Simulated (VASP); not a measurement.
# H4C5 (P2_1/c) in VASP: single point with PBE+D3(BJ)

Aim: the single point of H4C5 with PBE+D3(BJ).

All numbers are computed with VASP 6.6.1; they aren't measurements. Logs are shortened: lines on timing, memory, paths and dates and some standing lists are left out, and cuts for length are marked.

**1. The cell of the first run**

The structure is monoclinic, space group P2_1/c (No. 14). The conventional cell has a = 7.927 Å, b = 5.926 Å, c = 8.140 Å, α = 90.00°, β = 114.97°, γ = 90.00°. H (site symmetry 1) has 1 C at 1.09 Å within 1.5 Å. H (site symmetry 1) has 1 C at 1.09 Å within 1.5 Å. Within 1.5 Å of H (site symmetry 1) lie 1 C at 1.09 Å. H (site symmetry 1) has 1 C at 1.09 Å within 1.5 Å. Within 1.5 Å of C (site symmetry 1) lie 1 H at 1.09 Å and 2 C at 1.38 to 1.42 Å. C (site symmetry 1) has 1 H at 1.09 Å and 2 C at 1.38 to 1.42 Å within 1.5 Å. C (site symmetry 1) has 3 C at 1.42 to 1.43 Å within 1.9 Å. C (site symmetry 1) has 1 H at 1.09 Å and 2 C at 1.38 to 1.42 Å within 1.5 Å.

**2. Single point, PBE+D3(BJ)**

Input file INCAR:

```
PREC     = Accurate       # precision mode
ENCUT    = 600            # plane-wave cutoff, eV
EDIFF    = 1E-6           # SCF threshold, eV
ISMEAR   = 0              # smearing method
SIGMA    = 0.1            # smearing width, eV
LREAL    = Auto         
LASPH    = True           # aspherical terms in the spheres
NELM     = 120            # most SCF steps
ALGO     = Normal         # electronic algorithm
ISIF     = 2              # what is computed and relaxed
LWAVE    = False          # write WAVECAR
LCHARG   = False          # write CHGCAR
GGA      = PE             # functional
IVDW     = 12             # dispersion correction
NBANDS   = 72             # bands
GGA_COMPAT= False
```

Input file KPOINTS:

```
regular mesh
0
Gamma
  4 4 4
```

Input file POSCAR:

```
H4C5
1.0
    7.9264595911      0.0000000000      0.0568027219
    0.0000000000      5.9263180858      0.0000000000
   -3.4891346522      0.0000000000      7.3538578932
H C
16 20
Direct
    0.4702737794      0.5677215595      0.8374947399
    0.5297262206      0.0677215595      0.6625052601
    0.5297262206      0.4322784405      0.1625052601
    0.4702737794      0.9322784405      0.3374947399
    0.2771138808      0.8261932970      0.5912270292
    0.7228861192      0.3261932970      0.9087729708
    0.7228861192      0.1738067030      0.4087729708
    0.2771138808      0.6738067030      0.0912270292
    0.9798956658      0.9132198665      0.3297911455
    0.0201043342      0.4132198665      0.1702088545
    0.0201043342      0.0867801335      0.6702088545
    0.9798956658      0.5867801335      0.8297911455
    0.3406712572      0.1966046737      0.8780483475
    0.6593287428      0.6966046737      0.6219516525
    0.6593287428      0.8033953263      0.1219516525
    0.3406712572      0.3033953263      0.3780483475
    0.3287481656      0.5196517995      0.7461709251
    0.6712518344      0.0196517995      0.7538290749
    0.6712518344      0.4803482005      0.2538290749
    0.3287481656      0.9803482005      0.2461709251
    0.2218143980      0.6642311786      0.6089556519
    0.7781856020      0.1642311786      0.8910443481
    0.7781856020      0.3357688214      0.3910443481
    0.2218143980      0.8357688214      0.1089556519
    0.0369348628      0.6063832642      0.4886539115
    0.9630651372      0.1063832642      0.0113460885
    0.9630651372      0.3936167358      0.5113460885
    0.0369348628      0.8936167358      0.9886539115
    0.9231515502      0.7519200502      0.3467101600
    0.0768484498      0.2519200502      0.1532898400
    0.0768484498      0.2480799498      0.6532898400
    0.9231515502      0.7480799498      0.8467101600
    0.2557216744      0.3098455399      0.7687448051
    0.7442783256      0.8098455399      0.7312551949
    0.7442783256      0.6901544601      0.2312551949
    0.2557216744      0.1901544601      0.2687448051
```

Potentials or basis: VASP PAW PBE potentials, release 64 (H, C).

On the command line:

```sh
$ cat potpaw_PBE.64/H/POTCAR potpaw_PBE.64/C/POTCAR > POTCAR
$ mpirun -np 1 vasp_std > vasp.out
```

OUTCAR:

```text
PREC = Accurate
   ENCUT = 600
   EDIFF = 1E-6
   ISMEAR = 0
   LREAL = Auto
   LASPH = True
   NELM = 120
   ISIF = 2
   GGA = PE
   IVDW = 12
 IVDW          = 12

 ion  position               nearest neighbor table
   1  0.470  0.568  0.837-  17 1.09
   2  0.530  0.068  0.663-  18 1.09
   3  0.530  0.432  0.163-  19 1.09
   4  0.470  0.932  0.337-  20 1.09
   5  0.277  0.826  0.591-  21 1.09
   6  0.723  0.326  0.909-  22 1.09
[... 8 lines left out ...]
  15  0.659  0.803  0.122-  35 1.09
  16  0.341  0.303  0.378-  36 1.09
  17  0.329  0.520  0.746-   1 1.09  21 1.38  33 1.42
  18  0.671  0.020  0.754-   2 1.09  22 1.38  34 1.42
  19  0.671  0.480  0.254-   3 1.09  23 1.38  35 1.42
  20  0.329  0.980  0.246-   4 1.09  24 1.38  36 1.42
  21  0.222  0.664  0.609-   5 1.09  17 1.38  25 1.42
  22  0.778  0.164  0.891-   6 1.09  18 1.38  26 1.42
[... 12 lines left out ...]
  35  0.744  0.690  0.231-  15 1.09  29 1.38  19 1.42
  36  0.256  0.190  0.269-  16 1.09  30 1.38  20 1.42

  LATTYP: Found a simple monoclinic cell.
 ALAT       =     7.9266631188
 B/A-ratio  =     0.7476434910
 C/A-ratio  =     1.0268649069
 COS(beta)  =    -0.4221757750

  Lattice vectors:

 A1 = (   7.9264595911,   0.0000000000,   0.0568027219)
 A2 = (   0.0000000000,   5.9263180858,   0.0000000000)
 A3 = (  -3.4891346522,   0.0000000000,   7.3538578932)

Analysis of symmetry for initial positions (statically):
=====================================================================
 Subroutine PRICEL returns:
 Original cell was already a primitive cell.

 Routine SETGRP: Setting up the symmetry group for a
 simple monoclinic supercell.

 Subroutine GETGRP returns: Found  4 space group operations
 (whereof  2 operations were pure point group operations)
 out of a pool of  4 trial point group operations.

The static configuration has the point symmetry S_2 .
 The point group associated with its full space group is C_2h.

Analysis of symmetry for dynamics (positions and initial velocities):
=====================================================================
 Subroutine PRICEL returns:
 Original cell was already a primitive cell.

 Routine SETGRP: Setting up the symmetry group for a
 simple monoclinic supercell.

 Subroutine GETGRP returns: Found  4 space group operations
 (whereof  2 operations were pure point group operations)
 out of a pool of  4 trial point group operations.

The dynamic configuration has the point symmetry S_2 .
 The point group associated with its full space group is C_2h.

 Subroutine INISYM returns: Found  4 space group operations
 (whereof  2 operations are pure point group operations),
 and found     1 'primitive' translations

----------------------------------------------------------------------------------------

                                     Primitive cell

  volume of cell :     346.6200

  direct lattice vectors                    reciprocal lattice vectors
     7.926459591  0.000000000  0.056802722     0.125732227  0.000000000  0.059655310
     0.000000000  5.926318086  0.000000000     0.000000000  0.168738833  0.000000000
    -3.489134652  0.000000000  7.353857893    -0.000971182  0.000000000  0.135522257

  length of vectors
     7.926663119  5.926318086  8.139612186     0.139166623  0.168738833  0.135525736

  position of ions in fractional coordinates (direct lattice)
     0.470273779  0.567721560  0.837494740
     0.529726221  0.067721560  0.662505260
     0.529726221  0.432278440  0.162505260
     0.470273779  0.932278440  0.337494740
     0.277113881  0.826193297  0.591227029
     0.722886119  0.326193297  0.908772971
[... 28 lines left out ...]
     0.744278326  0.690154460  0.231255195
     0.255721674  0.190154460  0.268744805

  ion indices of the primitive-cell ions
   primitive index   ion index
                 1           1
                 2           2
                 3           3
                 4           4
                 5           5
                 6           6
[... 28 lines left out ...]
                35          35
                36          36

----------------------------------------------------------------------------------------

 KPOINTS: regular mesh

Automatic generation of k-mesh.
 Grid dimensions read from file:
 generate k-points for:    4    4    4

 Generating k-lattice:

  Cartesian coordinates                     Fractional coordinates (reciprocal lattice)
     0.031433057  0.000000000  0.014913827     0.250000000  0.000000000  0.000000000
     0.000000000  0.042184708  0.000000000     0.000000000  0.250000000  0.000000000
    -0.000242795  0.000000000  0.033880564     0.000000000  0.000000000  0.250000000

  Length of vectors
     0.034791656  0.042184708  0.033881434

  Shift w.r.t. Gamma in fractional coordinates (k-lattice)
     0.000000000  0.000000000  0.000000000

 Subroutine IBZKPT returns following result:
 ===========================================

 Found     30 irreducible k-points:

 Following reciprocal coordinates:
            Coordinates               Weight
  0.000000  0.000000  0.000000      1.000000
  0.250000  0.000000 -0.000000      2.000000
  0.500000  0.000000 -0.000000      1.000000
  0.000000  0.250000  0.000000      2.000000
  0.250000  0.250000 -0.000000      4.000000
  0.500000  0.250000 -0.000000      2.000000
[... 16 lines left out ...]
  0.250000  0.000000  0.500000      2.000000
  0.500000  0.000000  0.500000      1.000000
 [... further k-points ...]
   k-points           NKPTS =     30   k-points in BZ     NKDIM =     30   number of bands    NBANDS=     72
   number of dos      NEDOS =    301   number of ions     NIONS =     36
   total plane-waves  NPLWV = 215040
   dimension x,y,z NGX =    64 NGY =   48 NGZ =   70
   dimension x,y,z NGXF=   128 NGYF=   96 NGZF=  140
   ions per type =              16  20
   NGX,Y,Z   is equivalent  to a cutoff of  13.42, 13.47, 14.30 a.u.
   NGXF,Y,Z  is equivalent  to a cutoff of  26.85, 26.93, 28.59 a.u.
 SYSTEM =  unknown system
   PREC   = accura    normal or accurate (medium, high low for compatibility)
   ISTART =      0    job   : 0-new  1-cont  2-samecut
   ICHARG =      2    charge: 1-file 2-atom 10-const
   ISPIN  =      1    spin polarized calculation?
   LNONCOLLINEAR =      F non collinear calculations
   LSORBIT =      F    spin-orbit coupling
   LASPH  =      T    aspherical Exc in radial PAW
   ENCUT  =  600.0 eV  44.10 Ry    6.64 a.u.  15.83 11.84 16.26*2*pi/ulx,y,z
   NELM   =    120;   NELMIN=  2; NELMDL= -5     # of ELM steps
   EDIFF  = 0.1E-05   stopping-criterion for ELM
   LREAL  =      T    real-space projection
   EDIFFG = 0.1E-04   stopping-criterion for IOM
   NSW    =      0    number of steps for IOM
   IBRION =     -1    ionic relax: 0-MD 1-quasi-New 2-CG
   NFREE  =      0    steps in history (QN), initial steepest desc. (CG)
   ISIF   =      2    stress and relaxation
   ISYM   =      2    0-nonsym 1-usesym 2-fastsym
   POTIM  = 0.5000    time-step for ionic-motion
   TEBEG  =    0.0;   TEEND  =   0.0 temperature during run
   PSTRESS=    0.0 pullay stress
   NELECT =      96.0000    total number of electrons
   NUPDOWN=      -1.0000    fix difference up-down
   EMIN   =  10.00;   EMAX   =-10.00  energy-range for DOS
   EFERMI =   0.00;   METHOD = LEGACY
   ISMEAR =     0;   SIGMA  =   0.10  broadening in eV -4-tet -1-fermi 0-gaus
   EFERMI_NEDOS =   21; number of points for ismear=-14 and -15
   IALGO  =     38    algorithm
   IMIX   =      4    mixing-type and parameters
     AMIX     =   0.40;   BMIX     =  1.00
     AMIX_MAG =   1.60;   BMIX_MAG =  1.00
  volume/ion in A,a.u.               =       9.63        64.98
  Fermi-wavevector in a.u.,A,eV,Ry     =   1.067122  2.016568 15.493624  1.138749
  Thomas-Fermi vector in A             =   2.202728
   LORBIT       =      0    0 simple, 1 ext, 2 COOP (PROOUT), +10 PAW based schemes
   GGA     = PE    functional components
   LHFCALC =     F    Hartree Fock is set to
   AEXX    =    0.0000 exact exchange contribution
   IVDW    =    12    specifies the selected vdW correction
   LEPSILON=     F    determine dielectric tensor
   LRPA    =     F    only Hartree local field effects (RPA)
 non-spin polarized calculation
 Gauss-broadening in eV      SIGMA  =   0.10
  energy-cutoff  :      600.00
  volume of cell :      346.62
 maximum number of plane-waves:     11596
   NGX = 31   NGY = 23   NGZ = 33

 number of electron      95.9999996 magnetization

 Free energy of the ion-electron system (eV)
  ---------------------------------------------------
  ext. energy  EPLUGINS =         0.00000000
  ---------------------------------------------------
  free energy    TOTEN  =      -239.18558061 eV

  energy without entropy =     -239.18558061  energy(sigma->0) =     -239.18558061

 E-fermi :   0.0752     XC(G=0):  -8.0473

 val. band max:       -0.4170427446   @ k =   0.5000   0.5000   0.5000
 cond. band min:       2.6250053354   @ k =   0.0000   0.0000   0.0000
 fundamental gap:      3.0420480799
 Fermi energy:         0.0751581912

 k-point     1 :       0.0000    0.0000    0.0000
  band No.  band energies     occupation
      1     -16.9352      2.00000
      2     -16.7754      2.00000
      3     -15.4934      2.00000
      4     -15.4453      2.00000
      5     -14.1729      2.00000
      6     -14.1635      2.00000
[... 52 lines left out ...]
     59       6.5539      0.00000
     60       6.7256      0.00000

 k-point     2 :       0.2500    0.0000   -0.0000
  band No.  band energies     occupation
      1     -16.9220      2.00000
      2     -16.7827      2.00000
      3     -15.4945      2.00000
      4     -15.4764      2.00000
      5     -14.1721      2.00000
      6     -14.1622      2.00000
[... 52 lines left out ...]
     59       6.4191      0.00000
     60       6.7267      0.00000

 k-point     3 :       0.5000    0.0000   -0.0000
  band No.  band energies     occupation
      1     -16.9082      2.00000
      2     -16.7897      2.00000
      3     -15.5422      2.00000
      4     -15.4594      2.00000
      5     -14.1696      2.00000
      6     -14.1598      2.00000
[... 1312 lines left out ...]
     59       6.5802      0.00000
     60       6.8589      0.00000

 k-point    24 :       0.5000    0.0000    0.5000
  band No.  band energies     occupation
      1     -16.8573      2.00000
      2     -16.8573      2.00000
      3     -15.4711      2.00000
      4     -15.4711      2.00000
      5     -14.1666      2.00000
      6     -14.1666      2.00000
[... 52 lines left out ...]
     59       6.6635      0.00000
     60       6.6635      0.00000

 [... further k-points ...]

 [bands above 60 left out]

------------------------ aborting loop because EDIFF is reached ----------------------------------------

 Edisp (eV)   -2.85912

 E8    (eV) :    -0.7291

  FORCE on cell =-STRESS in cart. coord.  units (eV):
  Direction    XX          YY          ZZ          XY          YZ          ZX
  --------------------------------------------------------------------------------------
  -------------------------------------------------------------------------------------
  Total      -0.54377    -0.37611    -0.34941     0.00000     0.00000     0.23965
  in kB      -2.51345    -1.73848    -1.61505     0.00000     0.00000     1.10771
  external pressure =       -1.96 kB  Pullay stress =        0.00 kB

 VOLUME and BASIS-vectors are now :
 -----------------------------------------------------------------------------
  energy-cutoff  :      600.00
  volume of cell :      346.62
      direct lattice vectors                 reciprocal lattice vectors
     7.926459591  0.000000000  0.056802722     0.125732227  0.000000000  0.059655310
     0.000000000  5.926318086  0.000000000     0.000000000  0.168738833  0.000000000
    -3.489134652  0.000000000  7.353857893    -0.000971182  0.000000000  0.135522257

 POSITION                                       TOTAL-FORCE (eV/Angst)
 -----------------------------------------------------------------------------------
      0.80547      3.36450      6.18553         0.009521      0.004539      0.012593
      1.88728      0.40134      4.90206        -0.009521      0.004539     -0.012593
      3.63185      2.56182      1.22513        -0.009521     -0.004539     -0.012593
      2.55004      5.52498      2.50860         0.009521     -0.004539      0.012593
      0.13366      4.89628      4.36354         0.003965      0.012193     -0.004374
      2.55910      1.93313      6.72405        -0.003965      0.012193      0.004374
[... 28 lines left out ...]
      5.09261      4.09007      1.74289        -0.010728      0.022106     -0.022398
      1.08928      1.12692      1.99084         0.010728      0.022106      0.022398
 -----------------------------------------------------------------------------------
    total drift:                               -0.000000      0.000000      0.000000

  FREE ENERGIE OF THE ION-ELECTRON SYSTEM (eV)
  ---------------------------------------------------
  free  energy   TOTEN  =      -242.0447017763 eV

  energy  without entropy=     -242.0447017763  energy(sigma->0) =     -242.04470178
```

Run time: 12 min. Hardware: 1 thread of AMD EPYC 9R45 (Zen 5), shared host; peak memory 0.82 GiB.

What came out:

```
Free energy                : -242.0447 eV
Pressure                   : -0.2 GPa
Largest force              : 0.033 eV/Å
Band gap on the k mesh     : 3.04 eV (least direct gap 3.13 eV)
Dispersion energy per atom : -0.079 eV
```

Forces in eV/Å, atoms in the order of the input:
```
H    0.010  0.005  0.013
H   -0.010  0.005 -0.013
H   -0.010 -0.005 -0.013
H    0.010 -0.005  0.013
H    0.004  0.012 -0.004
H   -0.004  0.012  0.004
H   -0.004 -0.012  0.004
H    0.004 -0.012 -0.004
H    0.003  0.010  0.000
H   -0.003  0.010  0.000
H   -0.003 -0.010  0.000
H    0.003 -0.010  0.000
H    0.005 -0.007  0.009
H   -0.005 -0.007 -0.009
H   -0.005  0.007 -0.009
H    0.005  0.007  0.009
C    0.029 -0.002  0.016
C   -0.029 -0.002 -0.016
C   -0.029  0.002 -0.016
C    0.029  0.002  0.016
C    0.011  0.029 -0.009
C   -0.011  0.029  0.009
C   -0.011 -0.029  0.009
C    0.011 -0.029 -0.009
C    0.001  0.007 -0.001
C   -0.001  0.007  0.001
C   -0.001 -0.007  0.001
C    0.001 -0.007 -0.001
C    0.021  0.025 -0.005
C   -0.021  0.025  0.005
C   -0.021 -0.025  0.005
C    0.021 -0.025 -0.005
C    0.011 -0.022  0.022
C   -0.011 -0.022 -0.022
C   -0.011  0.022 -0.022
C    0.011  0.022  0.022
```

Stress tensor (GPa, compression positive):
```
-0.25  0.00  0.11
 0.00 -0.17  0.00
 0.11  0.00 -0.16
```

Levels at points of the mesh, in eV from the valence-band top:
| k point | band 46 | band 47 | band 48 | band 49 | band 50 | band 51 |
| --- | --- | --- | --- | --- | --- | --- |
| (0.00, 0.00, 0.00) | -0.91 | -0.24 | -0.21 | 3.04 | 3.34 | 3.82 |
| (0.50, 0.00, 0.00) | -0.83 | -0.38 | -0.12 | 3.08 | 3.34 | 3.68 |
| (0.00, 0.50, 0.00) | -0.91 | -0.10 | -0.10 | 3.17 | 3.17 | 3.94 |
| (0.50, 0.50, 0.00) | -0.93 | -0.10 | -0.10 | 3.16 | 3.16 | 3.98 |
| (0.00, 0.00, 0.50) | -0.92 | -0.20 | -0.20 | 3.24 | 3.24 | 3.89 |
| (0.50, 0.00, 0.50) | -0.89 | -0.25 | -0.25 | 3.23 | 3.23 | 3.94 |
| (0.00, 0.50, 0.50) | -0.97 | -0.03 | -0.03 | 3.11 | 3.11 | 4.06 |
| (0.50, 0.50, 0.50) | -0.98 | 0.00 | 0.00 | 3.13 | 3.13 | 4.02 |

A k mesh can miss the band edges. Expect the measured gap to be larger: semilocal functionals such as PBE lack the derivative discontinuity.
